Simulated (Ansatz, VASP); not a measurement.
# Pd in VASP and in Ansatz

The input INCAR:

```
SYSTEM = Pd
PREC = Accurate
ENCUT = 520
EDIFF = 1E-7
ISMEAR = -1
SIGMA = 0.1
LREAL = .FALSE.
LASPH = .TRUE.
NELM = 80
ALGO = Normal
ISIF = 2
LWAVE = .FALSE.
LCHARG = .TRUE.
GGA = CA
LELF = .TRUE.
LVHAR = .TRUE.
NBANDS = 22
```

File KPOINTS:

```
Automatic mesh
0
G
  9 9 14
  0 0 0
```

Contents of POSCAR:

```
Pd
1.0
    4.3841719083      0.0000000000      0.0000000000
   -2.1920859542      3.7968042471      0.0000000000
    0.0000000000      0.0000000000      2.6079710407
Pd
3
Direct
    0.0000000000      0.0000000000      0.0000000000
    0.3333333333      0.6666666667      0.5000000000
    0.6666666667      0.3333333333      0.5000000000
```

Input for Ansatz:

```yaml
crystal:
  lattice:
    - [4.3841719083, 0.0, 0.0]
    - [-2.1920859542, 3.7968042471, 0.0]
    - [0.0, 0.0, 2.6079710407]
  atoms:
    - { symbol: Pd, position: [0.0, 0.0, 0.0] }
    - { symbol: Pd, position: [0.3333333333, 0.6666666667, 0.5] }
    - { symbol: Pd, position: [0.6666666667, 0.3333333333, 0.5] }
hamiltonian:
  xc: lda
  pseudopotentials:
    kind: paw
    azcp:
      Pd: "pseudopotentials/Pd.paw.azcp"
basis:
  ecutwfc: 420
  fft_grid_basis: typed
kpoints:
  mp_grid: { grid: [9, 9, 14], shift: [0, 0, 0] }
magnetization:
  spin_polarized: false
scf:
  occupations: { method: fermi_dirac, width: 0.1 }
  lower_state_search: "off"
output:
  stress: true
```

Alike in both runs: task single point; functional LDA; k mesh 9 × 9 × 14; occupations fermi-dirac, width 0.1 eV; no spin polarisation.

|  | VASP | Ansatz |
| --- | --- | --- |
| version | VASP 6.6.1 | Ansatz 0.2.0 |
| potentials or method | VASP PAW LDA potentials, release 64 (Pd), cutoff 520 eV | plane waves (420 eV) with PAW, scalar-relativistic |
| valence electrons in the cell | 30 | 54 |

```csv
,VASP,Ansatz,Ansatz less VASP
pressure (GPa),0.3,0.1,-0.17
"traceless stress, the component that is largest in VASP (GPa)",0.42,0.40,-0.022
```

Ansatz warns that its potentials were made for another functional, while VASP's fit it. LDA's correlation is that of Perdew and Zunger in VASP and of Perdew and Wang (1992) in Ansatz. VASP's potentials hold 30 valence electrons a cell and Ansatz's 54, so a difference there can come from the potentials and not from the codes.
